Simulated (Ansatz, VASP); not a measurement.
# Two plane-wave programs on Fe

The input POSCAR:

```
Fe
1.0
   -1.4430000000      1.4430000000      1.4430000000
    1.4430000000     -1.4430000000      1.4430000000
    1.4430000000      1.4430000000     -1.4430000000
Fe
1
Direct
    0.0000000000      0.0000000000      0.0000000000
```

Contents of INCAR.step1:

```
SYSTEM = Fe
PREC = Accurate
ENCUT = 520
EDIFF = 1E-5
ISMEAR = -1
SIGMA = 0.05
LREAL = .FALSE.
LASPH = .TRUE.
NELM = 150
ALGO = Normal
ISIF = 2
LWAVE = .TRUE.
LCHARG = .FALSE.
ISPIN = 2
MAGMOM = 3
LORBIT = 11
LMAXMIX = 4
NBANDS = 14
GGA = PE
```

Contents of INCAR.step2:

```
SYSTEM = Fe
PREC = Accurate
ENCUT = 520
EDIFF = 1E-7
ISMEAR = -1
SIGMA = 0.05
LREAL = .FALSE.
LASPH = .TRUE.
NELM = 150
ALGO = Normal
ISIF = 2
LWAVE = .FALSE.
LCHARG = .FALSE.
ISPIN = 2
MAGMOM = 3
LORBIT = 11
LMAXMIX = 4
METAGGA = R2SCAN
LHFCALC = .TRUE.
AEXX = 0.1
LMIXTAU = .TRUE.
PRECFOCK = Normal
NBANDS = 14
ISTART = 1
```

KPOINTS

```
Automatic mesh
0
G
  7 7 7
  0 0 0
```

File input.yaml:

```yaml
crystal:
  lattice:
    - [-1.443, 1.443, 1.443]
    - [1.443, -1.443, 1.443]
    - [1.443, 1.443, -1.443]
  atoms:
    - { symbol: Fe, position: [0.0, 0.0, 0.0], spin: 3.0 }
hamiltonian:
  xc: r2scanh
  pseudopotentials: { kind: paw }
magnetization:
  spin_polarized: true
kpoints:
  mp_grid: { grid: [7, 7, 7] }
scf:
  occupations: { method: fermi_dirac, width: 0.05 }
output:
  forces: true
  stress: true
  eigenvalues: true
  write_density: true
  write_potential: true
  elf: true
  volumetric_format: npy
```

Alike in both runs: task single point; functional r2SCANh; k mesh 7 × 7 × 7; occupations fermi-dirac, width 0.05 eV; collinear spin.

|  | VASP | Ansatz |
| --- | --- | --- |
| version | VASP 6.6.1 | Ansatz 0.2.0 |
| potentials or method | VASP PAW PBE potentials, release 64 (Fe) | Ansatz PAW |
| plane-wave cutoff (eV) | 520 | 500 |
| valence electrons in the cell | 8 | 16 |

|  | VASP | Ansatz | Ansatz less VASP |
| --- | --- | --- | --- |
| gap on the k mesh at the Fermi level (eV) | none | none | - |
| pressure (GPa) | 1.4 | 1.6 | +0.30 |
| net moment per atom (μB) | 2.86 | 2.86 | 0.000 |
| size of the moment on the site where the two differ most (μB) | 2.94 | 3.05 | +0.113 |

VASP's potentials were made for PBE, not for r2SCANh. Site moments also hang on the region over which each program counts them. A gap of «none» marks a metal or a gap that the smearing closes. The functional is the same, so the differences come from potentials, cutoffs and numerics. VASP's potentials hold 8 valence electrons a cell and Ansatz's 16, so a difference there can come from the potentials and not from the codes.

The k mesh is coarse, so the values compare programs but aren't converged. Noted on Ansatz's run: the magnetic or orbital state may not be the lowest.
